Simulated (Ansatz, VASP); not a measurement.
One calculation of SbO5, two programs

```
Sb O
1.0
     2.55989    0.00000    0.00000
    -1.27994    2.21693    0.00000
     0.00000    0.00000   12.44296
Sb O
1 5
Direct
  0.00000 0.00000 0.00000
  0.66667 0.33333 0.83533
  0.00000 0.00000 0.66764
  0.66667 0.33333 0.50000
  0.00000 0.00000 0.33236
  0.66667 0.33333 0.16467
```

Change from the starting cell: species swapped into the MgCd5 type (P-6m2, No. 187).

Alike in both runs: task relaxation of cell and atoms; functional PBE; k mesh 6 × 6 × 2; occupations gaussian, width 0.1 eV; no spin polarisation.

|  | VASP | Ansatz |
| --- | --- | --- |
| version | VASP 6.6.1 | Ansatz 0.2.0 |
| potentials or method | VASP PAW PBE potentials, release 64 (Sb, O), cutoff 600 eV | scalar-relativistic, plane waves, PAW |
| valence electrons in the cell | 35 | 45 |

```csv
,VASP,Ansatz,Ansatz less VASP
"gap on the k mesh at the Fermi level, each at its own relaxed structure (eV)",none,none,-
relaxed volume (Å³/atom),14.68,16.10,+1.424
relaxed cell length with the largest relative difference (Å),9.775,10.148,+0.3729
```

A gap of «none» marks a metal or a gap that the smearing closes. One of these differences is far larger than is usual between the two programs; its cause wasn't traced. VASP's potentials hold 35 valence electrons a cell and Ansatz's 45, so a difference there can come from the potentials and not from the codes.

The k mesh is coarse, so the values compare programs but aren't converged. Spin-orbit coupling is off throughout. Noted on VASP's run: the volume moved by over 15 % at a fixed basis, so the end points are rough.
